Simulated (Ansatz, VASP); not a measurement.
TiSi2: VASP beside Ansatz

INCAR

```
ALGO = Normal
EDIFF = 1E-7
ENCUT = 520
GGA = PE
ISIF = 2
ISMEAR = 0
LASPH = True
LCHARG = True
LELF = True
LREAL = False
LVHAR = True
LWAVE = False
NBANDS = 29
NELM = 60
PREC = Accurate
SIGMA = 0.15
```

KPOINTS

```
k-points
0
Gamma
  12 12 12
```

Contents of POSCAR:

```
TiSi2
1.0
    1.7955992114     -7.1454146829      0.0000000000
    1.7955992114      7.1454146829      0.0000000000
    0.0000000000      0.0000000000      3.6232977004
Ti Si
2 4
Direct
    0.8968075259      0.1031924741      0.7500000000
    0.1031924741      0.8968075259      0.2500000000
    0.5591373592      0.4408626408      0.7500000000
    0.4408626408      0.5591373592      0.2500000000
    0.2498287182      0.7501712818      0.7500000000
    0.7501712818      0.2498287182      0.2500000000
```

Input for Ansatz:

```yaml
crystal:
  lattice:
    - [1.7955992114, -7.1454146829, 0.0]
    - [1.7955992114, 7.1454146829, 0.0]
    - [0.0, 0.0, 3.6232977004]
  atoms:
    - { symbol: Ti, position: [0.8968075259, 0.1031924741, 0.75] }
    - { symbol: Ti, position: [0.1031924741, 0.8968075259, 0.25] }
    - { symbol: Si, position: [0.5591373592, 0.4408626408, 0.75] }
    - { symbol: Si, position: [0.4408626408, 0.5591373592, 0.25] }
    - { symbol: Si, position: [0.2498287182, 0.7501712818, 0.75] }
    - { symbol: Si, position: [0.7501712818, 0.2498287182, 0.25] }
basis:
  ecutwfc: 520.0
kpoints:
  mp_grid: { grid: [12, 12, 12] }
hamiltonian:
  xc: pbe
  pseudopotentials: { kind: paw, azcp: { folder: soft_1 } }
scf:
  occupations: { method: gaussian, width: 0.15 }
output:
  forces: true
  stress: true
  eigenvalues: true
```

Change from the starting cell: volume 15.496 Å^3 an atom, stretch along b over the lengths across it, relative to the relaxed cell 1.0409.

Alike in both runs: task single point; functional PBE; k mesh 12 × 12 × 12; occupations gaussian, width 0.15 eV; no spin polarisation.

```csv
,VASP,Ansatz
version,VASP 6.6.1,Ansatz 0.2.0
potentials or method,"VASP PAW PBE potentials, release 64 (Ti_sv, Si), cutoff 520 eV","scalar-relativistic, plane waves, PAW"
valence electrons in the cell,40,40
```

|  | VASP | Ansatz | Ansatz less VASP |
| --- | --- | --- | --- |
| gap on the k mesh at the Fermi level (eV) | none | none | - |
| pressure (GPa) | -8.2 | -8.2 | -0.01 |
| traceless stress, the component that is largest in VASP (GPa) | -3.09 | -3.08 | +0.008 |
| rms of the force components (eV/Å) | 0.180 | 0.179 | -0.0015 |

Atom by atom the forces differ by 0.003 eV/Å (rms over components). A gap of «none» marks a metal or a gap that the smearing closes.
